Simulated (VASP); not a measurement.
# MgO (Fm-3m) in VASP: notebook

MgO is run at these levels: r2SCAN; tasks: single point.

All numbers are computed with VASP 6.6.1; they aren't measurements. Logs are shortened: lines on timing, memory, paths and dates and some standing lists are left out, and cuts for length are marked.

### Step 1. The cell of the first run

The structure is cubic, space group Fm-3m (No. 225). Conventional cell: a = 4.327 Å, b = 4.327 Å, c = 4.327 Å, α = 90.00°, β = 90.00°, γ = 90.00°. Mg (site symmetry m-3m) has 6 O at 2.16 Å within 2.9 Å. O (site symmetry m-3m) has 6 Mg at 2.16 Å within 2.9 Å.

### Step 2. Single point, r2SCAN

The input, POSCAR:

```
MgO
1.0
    0.0000000000      2.1636000000      2.1636000000
    2.1636000000      0.0000000000      2.1636000000
    2.1636000000      2.1636000000      0.0000000000
Mg O
1 1
Direct
    0.0000000000      0.0000000000      0.0000000000
    0.5000000000      0.5000000000      0.5000000000
```

The input, INCAR.step1:

```
PREC = Accurate
ENCUT = 660
ISMEAR = 0
SIGMA = 0.02
LREAL = F
LASPH = T
NELM = 120
NBANDS = 15
GGA = PE
ALGO = Normal
EDIFF = 1E-5
LWAVE = T
LCHARG = F
GGA_COMPAT = F
```

The input, INCAR.step2:

```
PREC = Accurate
ENCUT = 660
EDIFF = 1E-6
ISMEAR = 0
SIGMA = 0.02
LREAL = F
LASPH = T
NELM = 120
ALGO = Normal
ISIF = 2
LWAVE = F
LCHARG = F
METAGGA = R2SCAN
LMIXTAU = T
NBANDS = 15
ISTART = 1
GGA_COMPAT = F
```

The input, KPOINTS:

```
regular mesh
0
Gamma
  8 8 8
```

Potentials or basis: VASP PAW PBE potentials, release 64 (Mg_sv, O).

Command:

```sh
$ cat potpaw_PBE.64/Mg_sv/POTCAR potpaw_PBE.64/O/POTCAR > POTCAR
$ cp INCAR.step1 INCAR
$ mpirun -np 1 vasp_std > vasp.out
$ cp INCAR.step2 INCAR
$ mpirun -np 1 vasp_std > vasp.out
```

OUTCAR:

```text
PREC = Accurate
   ENCUT = 660
   EDIFF = 1E-6
   ISMEAR = 0
   LREAL = F
   LASPH = T
   NELM = 120
   ISIF = 2
   METAGGA = R2SCAN
   ISTART = 1

 ion  position               nearest neighbor table
   1  0.000  0.000  0.000-
   2  0.500  0.500  0.500-

  LATTYP: Found a face centered cubic cell.
 ALAT       =     4.3272000000

  Lattice vectors:

 A1 = (   0.0000000000,   2.1636000000,   2.1636000000)
 A2 = (   2.1636000000,   0.0000000000,   2.1636000000)
 A3 = (   2.1636000000,   2.1636000000,   0.0000000000)

Analysis of symmetry for initial positions (statically):
=====================================================================
 Subroutine PRICEL returns:
 Original cell was already a primitive cell.

 Routine SETGRP: Setting up the symmetry group for a
 face centered cubic supercell.

 Subroutine GETGRP returns: Found 48 space group operations
 (whereof 48 operations were pure point group operations)
 out of a pool of 48 trial point group operations.

The static configuration has the point symmetry O_h .

Analysis of symmetry for dynamics (positions and initial velocities):
=====================================================================
 Subroutine PRICEL returns:
 Original cell was already a primitive cell.

 Routine SETGRP: Setting up the symmetry group for a
 face centered cubic supercell.

 Subroutine GETGRP returns: Found 48 space group operations
 (whereof 48 operations were pure point group operations)
 out of a pool of 48 trial point group operations.

The dynamic configuration has the point symmetry O_h .

 Subroutine INISYM returns: Found 48 space group operations
 (whereof 48 operations are pure point group operations),
 and found     1 'primitive' translations

----------------------------------------------------------------------------------------

                                     Primitive cell

  volume of cell :      20.2563

  direct lattice vectors                    reciprocal lattice vectors
     0.000000000  2.163600000  2.163600000    -0.231096321  0.231096321  0.231096321
     2.163600000  0.000000000  2.163600000     0.231096321 -0.231096321  0.231096321
     2.163600000  2.163600000  0.000000000     0.231096321  0.231096321 -0.231096321

  length of vectors
     3.059792464  3.059792464  3.059792464     0.400270569  0.400270569  0.400270569

  position of ions in fractional coordinates (direct lattice)
     0.000000000  0.000000000  0.000000000
     0.500000000  0.500000000  0.500000000
[... 87 lines left out ...]
   PSTRESS=    0.0 pullay stress
   NELECT =      16.0000    total number of electrons
   NUPDOWN=      -1.0000    fix difference up-down
   EMIN   =  10.00;   EMAX   =-10.00  energy-range for DOS
   EFERMI =   0.00;   METHOD = LEGACY
   ISMEAR =     0;   SIGMA  =   0.02  broadening in eV -4-tet -1-fermi 0-gaus
   EFERMI_NEDOS =   21; number of points for ismear=-14 and -15
   IALGO  =     38    algorithm
   IMIX   =      4    mixing-type and parameters
     AMIX     =   0.40;   BMIX     =  1.00
     AMIX_MAG =   1.60;   BMIX_MAG =  1.00
  volume/ion in A,a.u.               =      10.13        68.35
  Fermi-wavevector in a.u.,A,eV,Ry     =   1.513310  2.859741 31.158793  2.290107
  Thomas-Fermi vector in A             =   2.623118
   LORBIT       =      0    0 simple, 1 ext, 2 COOP (PROOUT), +10 PAW based schemes
   METAGGA = R2SCAN    functional components
   LHFCALC =     F    Hartree Fock is set to
   AEXX    =    0.0000 exact exchange contribution
   IVDW    =     0    specifies the selected vdW correction
   LEPSILON=     F    determine dielectric tensor
   LRPA    =     F    only Hartree local field effects (RPA)
 non-spin polarized calculation
 Gauss-broadening in eV      SIGMA  =   0.02
  energy-cutoff  :      660.00
  volume of cell :       20.26
 maximum number of plane-waves:       799
 NGX is ok and might be reduce to    28
   NGX = 13   NGY = 13   NGZ = 13

 number of electron      16.0000007 magnetization

 Free energy of the ion-electron system (eV)
  ---------------------------------------------------
  ext. energy  EPLUGINS =         0.00000000
  ---------------------------------------------------
  free energy    TOTEN  =       -16.11509906 eV

  energy without entropy =      -16.11509906  energy(sigma->0) =      -16.11509906

 E-fermi :   2.2966     XC(G=0): -11.5971

 val. band max:        1.9705033756   @ k =   0.0000   0.0000   0.0000
 cond. band min:       6.8564568754   @ k =   0.0000   0.0000   0.0000
 fundamental gap:      4.8859534999
 Fermi energy:         2.2966385358

 k-point     1 :       0.0000    0.0000    0.0000
  band No.  band energies     occupation
      1     -73.3196      2.00000
      2     -38.4178      2.00000
      3     -38.4178      2.00000
      4     -38.4178      2.00000
      5     -15.8285      2.00000
      6       1.9705      2.00000
      7       1.9705      2.00000
      8       1.9705      2.00000
      9       6.8565      0.00000
     10      18.3483      0.00000
     11      18.3483      0.00000
     12      18.3483      0.00000
     13      22.2239      0.00000
     14      23.9774      0.00000
[... 401 lines left out ...]
      2     -38.4686      2.00000
      3     -38.4391      2.00000
      4     -38.4296      2.00000
      5     -14.6339      2.00000
      6      -1.7008      2.00000
      7       0.2092      2.00000
      8       1.0694      2.00000
      9      12.0270      0.00000
     10      14.5343      0.00000
     11      15.8588      0.00000
     12      19.1599      0.00000
     13      22.8070      0.00000
     14      24.4251      0.00000
     15      28.4807      0.00000

 [... further k-points ...]

------------------------ aborting loop because EDIFF is reached ----------------------------------------

  FORCE on cell =-STRESS in cart. coord.  units (eV):
  Direction    XX          YY          ZZ          XY          YZ          ZX
  --------------------------------------------------------------------------------------
  -------------------------------------------------------------------------------------
  Total       -1.5844692     -1.5844692     -1.5844692     -0.0000000      0.0000000      0.0000000
  in kB     -125.3237732   -125.3237732   -125.3237732     -0.0000000      0.0000000      0.0000000
  external PRESSURE =    -125.3237732 kB  Pullay stress =       0.0000000 kB

 VOLUME and BASIS-vectors are now :
 -----------------------------------------------------------------------------
  energy-cutoff  :      660.00
  volume of cell :       20.26
      direct lattice vectors                 reciprocal lattice vectors
     0.000000000  2.163600000  2.163600000    -0.231096321  0.231096321  0.231096321
     2.163600000  0.000000000  2.163600000     0.231096321 -0.231096321  0.231096321
     2.163600000  2.163600000  0.000000000     0.231096321  0.231096321 -0.231096321

 POSITION                                       TOTAL-FORCE (eV/Angst)
 -----------------------------------------------------------------------------------
      0.00000      0.00000      0.00000        -0.000000     -0.000000     -0.000000
      2.16360      2.16360      2.16360         0.000000      0.000000      0.000000
 -----------------------------------------------------------------------------------
    total drift:                                0.000000      0.000000      0.000000

  FREE ENERGIE OF THE ION-ELECTRON SYSTEM (eV)
  ---------------------------------------------------
  free  energy   TOTEN  =       -16.1150990613 eV

  energy  without entropy=      -16.1150990613  energy(sigma->0) =      -16.11509906
```

Run time: 52 s. Hardware: 1 thread of Intel Xeon Platinum 8488C (Sapphire Rapids), shared host; peak memory 0.16 GiB.

Results:

```
Free energy            : -16.1151 eV
Pressure               : -12.5 GPa
Band gap on the k mesh : 4.89 eV
```

Caveat: the cell stands under tension; the PAW data sets were made with another functional, which shifts forces and pressure a little.

### Step 3. Single point, r2SCAN

POSCAR is that of step 2.

INCAR.step1, as its differences from that of step 2:

```diff
@@ -1,3 +1,3 @@
 PREC = Accurate
-ENCUT = 660
+ENCUT = 750
 ISMEAR = 0
```

INCAR.step2, as its differences from that of step 2:

```diff
@@ -1,3 +1,3 @@
 PREC = Accurate
-ENCUT = 660
+ENCUT = 750
 EDIFF = 1E-6
```

KPOINTS is that of step 2.

Potentials or basis: VASP PAW PBE potentials, release 64 (Mg_sv, O).

Command:

```sh
$ cat potpaw_PBE.64/Mg_sv/POTCAR potpaw_PBE.64/O/POTCAR > POTCAR
$ cp INCAR.step1 INCAR
$ mpirun -np 1 vasp_std > vasp.out
$ cp INCAR.step2 INCAR
$ mpirun -np 1 vasp_std > vasp.out
```

It took 51 s on 1 thread of Intel Xeon Platinum 8259CL at 2.50GHz (Skylake/Cascade Lake), shared host; peak memory 0.16 GiB.

It converged, with:

| Item | Value |
| --- | --- |
| Free energy | -16.1045 eV |
| Pressure | -12.4 GPa |
| Band gap on the k mesh | 4.88 eV |

Levels at points of the mesh, in eV from the valence-band top:
```
           k point  band 4  band 5  band 6  band 7  band 8  band 9  band 10  band 11  band 12  band 13
(0.00, 0.00, 0.00)  -40.39  -17.80    0.00    0.00    0.00    4.88    16.38    16.38    16.38    20.25
(0.50, 0.00, 0.00)  -40.39  -16.72   -4.25   -0.59   -0.59    8.30    12.90    16.67    16.67    21.28
(0.50, 0.50, 0.00)  -40.41  -16.53   -3.75   -1.26   -1.26    9.91    10.30    13.43    19.21    19.21
```

Caveat: the cell stands under tension; the PAW data sets were made with another functional, which shifts forces and pressure a little. r2SCAN opens gaps a little over a GGA but as a rule still falls short of measured ones.
